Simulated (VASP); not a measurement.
# CrO2 (P4_2/mnm) in VASP: notebook

The runs below take CrO2 through single point, relaxation of cell and atoms, with PBE.

Everything below comes from runs of VASP 6.6.1. Logs are shortened: lines on timing, memory, paths and dates and some standing lists are left out, and cuts for length are marked.

### 1 The cell of the first run

Symmetry: P4_2/mnm, No. 136, tetragonal system. Conventional cell: a = 4.444 Å, b = 4.444 Å, c = 2.921 Å, α = 90.00°, β = 90.00°, γ = 90.00°. Within 2.5 Å of Cr (site symmetry mmm) lie 6 O at 1.91 Å. Within 2.5 Å of O (site symmetry m2m) lie 3 Cr at 1.91 Å and 1 O at 2.47 Å.

### 2 Single point, PBE, collinear spin, ferromagnetic start

Input file INCAR:

```
SYSTEM = CrO2
  PREC = Accurate
  ENCUT = 520
  EDIFF = 1E-7
  ISMEAR = 0
  SIGMA = 0.05
  LREAL = .False.
  LASPH = .True.
  NELM = 150
  ALGO = Normal
  ISIF = 2
  LWAVE = .False.
  LCHARG = .False.
  ISPIN = 2
  MAGMOM = 2 2 0 0 0 0
  LORBIT = 11
  LMAXMIX = 4
  GGA = PE
  NBANDS = 37
```

Input file KPOINTS:

```
Automatic mesh
0
Gamma
  4 4 6
  0 0 0
```

Input file POSCAR:

```
CrO2
1.0
    4.4437288630      0.0000000000      0.0000000000
    0.0000000000      4.4437288630      0.0000000000
    0.0000000000      0.0000000000      2.9211410339
Cr O
2 4
Direct
    0.0000000000      0.0000000000      0.0000000000
    0.5000000000      0.5000000000      0.5000000000
    0.3036891529      0.3036891529      0.0000000000
    0.1963108471      0.8036891529      0.5000000000
    0.6963108471      0.6963108471      0.0000000000
    0.8036891529      0.1963108471      0.5000000000
```

Potentials or basis: VASP PAW PBE potentials, release 64 (Cr_pv, O).

Started as:

```console
$ cat potpaw_PBE.64/Cr_pv/POTCAR potpaw_PBE.64/O/POTCAR > POTCAR
$ mpirun -np 1 vasp_std > vasp.out
```

OUTCAR:

```text
SYSTEM = CrO2
   PREC = Accurate
   ENCUT = 520
   EDIFF = 1E-7
   ISMEAR = 0
   LREAL = .False.
   LASPH = .True.
   NELM = 150
   ISIF = 2
   ISPIN = 2
   LORBIT = 11
   GGA = PE

 ion  position               nearest neighbor table
   1  0.000  0.000  0.000-   3 1.91   5 1.91   4 1.91   6 1.91   4 1.91   6 1.91
   2  0.500  0.500  0.500-   4 1.91   6 1.91   5 1.91   3 1.91   3 1.91   5 1.91
   3  0.304  0.304  0.000-   1 1.91   2 1.91   2 1.91
   4  0.196  0.804  0.500-   2 1.91   1 1.91   1 1.91
   5  0.696  0.696  0.000-   1 1.91   2 1.91   2 1.91
   6  0.804  0.196  0.500-   2 1.91   1 1.91   1 1.91

  LATTYP: Found a simple tetragonal cell.
 ALAT       =     4.4437288630
 C/A-ratio  =     0.6573625718

  Lattice vectors:

 A1 = (   4.4437288630,   0.0000000000,   0.0000000000)
 A2 = (   0.0000000000,   4.4437288630,   0.0000000000)
 A3 = (   0.0000000000,   0.0000000000,   2.9211410339)

Analysis of symmetry for initial positions (statically):
=====================================================================
 Subroutine PRICEL returns:
 Original cell was already a primitive cell.

 Routine SETGRP: Setting up the symmetry group for a
 simple tetragonal supercell.

 Subroutine GETGRP returns: Found 16 space group operations
 (whereof  8 operations were pure point group operations)
 out of a pool of 16 trial point group operations.

The static configuration has the point symmetry D_2h.
 The point group associated with its full space group is D_4h.

Analysis of symmetry for dynamics (positions and initial velocities):
=====================================================================
 Subroutine PRICEL returns:
 Original cell was already a primitive cell.

 Routine SETGRP: Setting up the symmetry group for a
 simple tetragonal supercell.

 Subroutine GETGRP returns: Found 16 space group operations
 (whereof  8 operations were pure point group operations)
 out of a pool of 16 trial point group operations.

The dynamic configuration has the point symmetry D_2h.
 The point group associated with its full space group is D_4h.

Analysis of structural, dynamic, and magnetic symmetry:
=====================================================================
 Subroutine PRICEL returns:
 Original cell was already a primitive cell.

 Routine SETGRP: Setting up the symmetry group for a
 simple tetragonal supercell.

 Subroutine GETGRP returns: Found 16 space group operations
 (whereof  8 operations were pure point group operations)
 out of a pool of 16 trial point group operations.

The overall configuration has the point symmetry D_2h.
 The point group associated with its full space group is D_4h.

 Subroutine INISYM returns: Found 16 space group operations
 (whereof  8 operations are pure point group operations),
 and found     1 'primitive' translations

----------------------------------------------------------------------------------------

                                     Primitive cell

  volume of cell :      57.6830

  direct lattice vectors                    reciprocal lattice vectors
     4.443728863  0.000000000  0.000000000     0.225036232  0.000000000  0.000000000
     0.000000000  4.443728863  0.000000000     0.000000000  0.225036232  0.000000000
     0.000000000  0.000000000  2.921141034     0.000000000  0.000000000  0.342331982

  length of vectors
     4.443728863  4.443728863  2.921141034     0.225036232  0.225036232  0.342331982

  position of ions in fractional coordinates (direct lattice)
     0.000000000  0.000000000  0.000000000
     0.500000000  0.500000000  0.500000000
     0.303689153  0.303689153  0.000000000
     0.196310847  0.803689153  0.500000000
     0.696310847  0.696310847  0.000000000
     0.803689153  0.196310847  0.500000000

  ion indices of the primitive-cell ions
   primitive index   ion index
                 1           1
                 2           2
                 3           3
                 4           4
                 5           5
                 6           6

----------------------------------------------------------------------------------------

 KPOINTS: Automatic mesh

Automatic generation of k-mesh.
 Grid dimensions read from file:
 generate k-points for:    4    4    6

 Generating k-lattice:

[... 42 lines left out ...]
   k-points           NKPTS =     24   k-points in BZ     NKDIM =     24   number of bands    NBANDS=     37
   number of dos      NEDOS =    301   number of ions     NIONS =      6
   total plane-waves  NPLWV =  31104
   dimension x,y,z NGX =    36 NGY =   36 NGZ =   24
   dimension x,y,z NGXF=    72 NGYF=   72 NGZF=   48
   ions per type =               2   4
   NGX,Y,Z   is equivalent  to a cutoff of  13.47, 13.47, 13.66 a.u.
   NGXF,Y,Z  is equivalent  to a cutoff of  26.94, 26.94, 27.32 a.u.
 SYSTEM =  CrO2
   PREC   = accura    normal or accurate (medium, high low for compatibility)
   ISTART =      0    job   : 0-new  1-cont  2-samecut
   ICHARG =      2    charge: 1-file 2-atom 10-const
   ISPIN  =      2    spin polarized calculation?
   LNONCOLLINEAR =      F non collinear calculations
   LSORBIT =      F    spin-orbit coupling
   LASPH  =      T    aspherical Exc in radial PAW
   ENCUT  =  520.0 eV  38.22 Ry    6.18 a.u.   8.26  8.26  5.43*2*pi/ulx,y,z
   NELM   =    150;   NELMIN=  2; NELMDL= -5     # of ELM steps
   EDIFF  = 0.1E-06   stopping-criterion for ELM
   LREAL  =      F    real-space projection
   EDIFFG = 0.1E-05   stopping-criterion for IOM
   NSW    =      0    number of steps for IOM
   IBRION =     -1    ionic relax: 0-MD 1-quasi-New 2-CG
   NFREE  =      0    steps in history (QN), initial steepest desc. (CG)
   ISIF   =      2    stress and relaxation
   ISYM   =      2    0-nonsym 1-usesym 2-fastsym
   POTIM  = 0.5000    time-step for ionic-motion
   TEBEG  =    0.0;   TEEND  =   0.0 temperature during run
   PSTRESS=    0.0 pullay stress
   NELECT =      48.0000    total number of electrons
   NUPDOWN=      -1.0000    fix difference up-down
   EMIN   =  10.00;   EMAX   =-10.00  energy-range for DOS
   EFERMI =   0.00;   METHOD = LEGACY
   ISMEAR =     0;   SIGMA  =   0.05  broadening in eV -4-tet -1-fermi 0-gaus
   EFERMI_NEDOS =   21; number of points for ismear=-14 and -15
   IALGO  =     38    algorithm
   IMIX   =      4    mixing-type and parameters
     AMIX     =   0.40;   BMIX     =  1.00
     AMIX_MAG =   1.60;   BMIX_MAG =  1.00
  volume/ion in A,a.u.               =       9.61        64.88
  Fermi-wavevector in a.u.,A,eV,Ry     =   1.539830  2.909856 32.260442  2.371076
  Thomas-Fermi vector in A             =   2.646002
   LORBIT       =     11    0 simple, 1 ext, 2 COOP (PROOUT), +10 PAW based schemes
   GGA     = PE    functional components
   LHFCALC =     F    Hartree Fock is set to
   AEXX    =    0.0000 exact exchange contribution
   IVDW    =     0    specifies the selected vdW correction
   LEPSILON=     F    determine dielectric tensor
   LRPA    =     F    only Hartree local field effects (RPA)
 spin polarized calculation
 Gauss-broadening in eV      SIGMA  =   0.05
  energy-cutoff  :      520.00
  volume of cell :       57.68
 maximum number of plane-waves:      1575
 NGX is ok and might be reduce to    36
   NGX = 17   NGY = 17   NGZ = 11

 number of electron      48.0000003 magnetization       4.0000245

 Free energy of the ion-electron system (eV)
  ---------------------------------------------------
  ext. energy  EPLUGINS =         0.00000000
  ---------------------------------------------------
  free energy    TOTEN  =       -50.34789033 eV

  energy without entropy =      -50.34557193  energy(sigma->0) =      -50.34673113

 E-fermi :   5.5063     XC(G=0): -11.8402

 val. band max:        5.4962457172   @ k =   0.2500   0.0000   0.3333
 cond. band min:       5.5969733226   @ k =   0.2500   0.2500   0.3333
 fundamental gap:      0.1007276054
 Fermi energy:         5.5062963394

 spin component 1

 k-point     1 :       0.0000    0.0000    0.0000
  band No.  band energies     occupation
      1     -39.3991      1.00000
      2     -39.3991      1.00000
      3     -39.2749      1.00000
      4     -39.2749      1.00000
      5     -39.1982      1.00000
      6     -39.1850      1.00000
[... 925 lines left out ...]
     35      16.8615      0.00000
     36      16.8615      0.00000
 Fermi energy:         5.5062963394

 spin component 2

 k-point     1 :       0.0000    0.0000    0.0000
  band No.  band energies     occupation
      1     -37.3735      1.00000
      2     -37.3735      1.00000
      3     -37.0276      1.00000
      4     -37.0276      1.00000
      5     -36.8316      1.00000
      6     -36.8158      1.00000
[... 925 lines left out ...]
     35      16.9845      0.00000
     36      16.9845      0.00000
 [bands above 36 left out]

------------------------ aborting loop because EDIFF is reached ----------------------------------------

  FORCE on cell =-STRESS in cart. coord.  units (eV):
  Direction    XX          YY          ZZ          XY          YZ          ZX
  --------------------------------------------------------------------------------------
  -------------------------------------------------------------------------------------
  Total        0.2741949      0.2741949      0.3334407     -0.0000000      0.0000000      0.0000000
  in kB        7.6159187      7.6159187      9.2615060     -0.0000000      0.0000000      0.0000000
  external PRESSURE =       8.1644478 kB  Pullay stress =       0.0000000 kB

 VOLUME and BASIS-vectors are now :
 -----------------------------------------------------------------------------
  energy-cutoff  :      520.00
  volume of cell :       57.68
      direct lattice vectors                 reciprocal lattice vectors
     4.443728863  0.000000000  0.000000000     0.225036232  0.000000000  0.000000000
     0.000000000  4.443728863  0.000000000     0.000000000  0.225036232  0.000000000
     0.000000000  0.000000000  2.921141034     0.000000000  0.000000000  0.342331982

 POSITION                                       TOTAL-FORCE (eV/Angst)
 -----------------------------------------------------------------------------------
      0.00000      0.00000      0.00000         0.000000      0.000000      0.000000
      2.22186      2.22186      1.46057         0.000000      0.000000      0.000000
      1.34951      1.34951      0.00000        -0.014833     -0.014833     -0.000000
      0.87235      3.57138      1.46057         0.014833     -0.014833     -0.000000
      3.09422      3.09422      0.00000         0.014833      0.014833      0.000000
      3.57138      0.87235      1.46057        -0.014833      0.014833      0.000000
 -----------------------------------------------------------------------------------
    total drift:                                0.000000      0.000000      0.000000

  FREE ENERGIE OF THE ION-ELECTRON SYSTEM (eV)
  ---------------------------------------------------
  free  energy   TOTEN  =       -50.3478903310 eV

  energy  without entropy=      -50.3455719290  energy(sigma->0) =      -50.34673113

 total charge

# of ion       s       p       d       tot
------------------------------------------
    1        0.362   6.455   4.015  10.833
    2        0.362   6.455   4.015  10.833
    3        1.572   3.458   0.000   5.030
    4        1.572   3.458   0.000   5.030
    5        1.572   3.458   0.000   5.030
    6        1.572   3.458   0.000   5.030
--------------------------------------------------
tot          7.012  26.744   8.031  41.786

 magnetization (x)

# of ion       s       p       d       tot
------------------------------------------
    1        0.024   0.032   2.049   2.105
    2        0.024   0.032   2.049   2.105
    3       -0.003  -0.075   0.000  -0.077
    4       -0.003  -0.075   0.000  -0.077
    5       -0.003  -0.075   0.000  -0.077
    6       -0.003  -0.075   0.000  -0.077
--------------------------------------------------
tot          0.038  -0.235   4.098   3.901
```

It took 54 s on 1 thread of AMD EPYC 9R45 (Zen 5), shared host; peak memory 0.2 GiB.

Results:

```yaml
Free_energy: -50.3479 eV
Pressure: 0.8 GPa
Largest_force: 0.021 eV/Å
Band_gap_on_the_k_mesh: zero (filled and empty bands overlap)
Net_moment: 4.00 μB per cell
Site_moments: Cr +2.10; O -0.08 μB
Valence_electrons_inside_the_program's_atomic_spheres: Cr 10.83; O 5.03
```

Forces in eV/Å, atoms in the order of the input:
```
Cr   0.000  0.000  0.000
Cr   0.000  0.000  0.000
O   -0.015 -0.015  0.000
O    0.015 -0.015  0.000
O    0.015  0.015  0.000
O   -0.015  0.015  0.000
```

Stress tensor (GPa, compression positive):
```
0.76 0.00 0.00
0.00 0.76 0.00
0.00 0.00 0.93
```

Caveat: semilocal functionals often make such compounds metallic where correlation or magnetic order opens a gap, which also shifts bond lengths; only a ferromagnetic start was run, and an antiferromagnetic order may lie lower in energy. With open d or f shells a metallic result of PBE can be an artefact of self-interaction; +U or a hybrid may open a gap.

(Continued in part 2 of 2.)
